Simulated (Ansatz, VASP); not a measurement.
**Two plane-wave programs on Ta12F**

File INCAR:

```
SYSTEM = Ta12F
PREC = Accurate
ENCUT = 520
EDIFF = 1E-6
ISMEAR = 0
SIGMA = 0.1
LREAL = .False.
LASPH = .True.
NELM = 200
ALGO = Normal
ISIF = 2
LWAVE = .False.
LCHARG = .True.
ISPIN = 2
MAGMOM = 0 0 0 0 0 0 0 0 0 0 0 0 1
LORBIT = 11
LMAXMIX = 4
LDIPOL = .True.
IDIPOL = 3
DIPOL = 0.5 0.5 0.305
LVHAR = .True.
LVACPOTAV = .True.
NBANDS = 86
GGA_COMPAT = .False.
NELMDL = -8
KPAR = 4
```

Contents of KPOINTS:

```
Automatic mesh
0
Gamma
  5 5 1
  0 0 0
```

File POSCAR:

```
Ta12F
1.0
    5.6341016702      0.0000000000      0.0000000000
   -1.8780338901      5.3118819959      0.0000000000
    0.0000000000      0.0000000000     21.4444204585
Ta F
12 1
Direct
    0.2500000000      0.2500000000      0.1865287060
    0.2500000000      0.7500000000      0.1865287060
    0.7500000000      0.2500000000      0.1865287060
    0.7500000000      0.7500000000      0.1865287060
    0.0000000000      0.0000000000      0.2901575821
    0.0000000000      0.5000000000      0.2901575821
    0.5000000000      0.0000000000      0.2901575821
    0.5000000000      0.5000000000      0.2901575821
    0.2500000000      0.2500000000      0.3937817054
    0.2500000000      0.7500000000      0.3937817054
    0.7500000000      0.2500000000      0.3937817054
    0.7500000000      0.7500000000      0.3937817054
    0.4166666667      0.4166666667      0.4772533013
```

Input for Ansatz:

```yaml
crystal:
  lattice:
    - [5.6341016702, 0.0, 0.0]
    - [-1.8780338901, 5.3118819959, 0.0]
    - [0.0, 0.0, 21.4444204585]
  atoms:
    - { symbol: Ta, position: [0.25, 0.25, 0.186528706] }
    - { symbol: Ta, position: [0.25, 0.75, 0.186528706] }
    - { symbol: Ta, position: [0.75, 0.25, 0.186528706] }
    - { symbol: Ta, position: [0.75, 0.75, 0.186528706] }
    - { symbol: Ta, position: [0.0, 0.0, 0.2901575821] }
    - { symbol: Ta, position: [0.0, 0.5, 0.2901575821] }
    - { symbol: Ta, position: [0.5, 0.0, 0.2901575821] }
    - { symbol: Ta, position: [0.5, 0.5, 0.2901575821] }
    - { symbol: Ta, position: [0.25, 0.25, 0.3937817054] }
    - { symbol: Ta, position: [0.25, 0.75, 0.3937817054] }
    - { symbol: Ta, position: [0.75, 0.25, 0.3937817054] }
    - { symbol: Ta, position: [0.75, 0.75, 0.3937817054] }
    - { symbol: F, position: [0.4166666667, 0.4166666667, 0.4772533013], spin: 1.0 }
basis:
  ecutwfc: 420
kpoints:
  mp_grid: { grid: [5, 5, 1] }
hamiltonian:
  xc: lda
  pseudopotentials: { kind: paw, azcp: { folder: soft_1 } }
scf:
  occupations: { method: gaussian, width: 0.1 }
output:
  forces: true
  eigenvalues: true
  populations: true
magnetization:
  spin_polarized: true
efield:
  axis: 3
  dipole_correction: true
  ramp_width: 0.04
```

Alike in both runs: task single point; functional LDA; k mesh 5 × 5 × 1; occupations gaussian, width 0.1 eV; collinear spin.

|  | VASP | Ansatz |
| --- | --- | --- |
| version | VASP 6.6.1 | Ansatz 0.2.0 |
| potentials or method | VASP PAW LDA potentials, release 64 (Ta_pv, F), cutoff 520 eV | scalar-relativistic, plane waves, PAW |
| valence electrons in the cell | 139 | 163 |

VASP gave:

| Quantity | Value |
| --- | --- |
| gap on the k mesh at the Fermi level (eV) | none |
| rms of the force components (eV/Å) | 0.473 |
| net moment per atom (μB) | 0.00 |
| work function, face that differs most (eV) | 5.39 |

**Question.** Which values does Ansatz return?

**Answer.** gap on the k mesh at the Fermi level (eV): none; rms of the force components (eV/Å): 0.485; net moment per atom (μB): 0.00; work function, face that differs most (eV): 5.38.

Ansatz warns that its potentials were made for another functional, while VASP's fit it. LDA's correlation is that of Perdew and Zunger in VASP and of Perdew and Wang (1992) in Ansatz. Atom by atom the forces differ by 0.027 eV/Å (rms over components). A gap of «none» marks a metal or a gap that the smearing closes. VASP's potentials hold 139 valence electrons a cell and Ansatz's 163, so a difference there can come from the potentials and not from the codes. Ansatz's warnings: seeded moment not kept.

Neither program's run includes spin-orbit coupling.
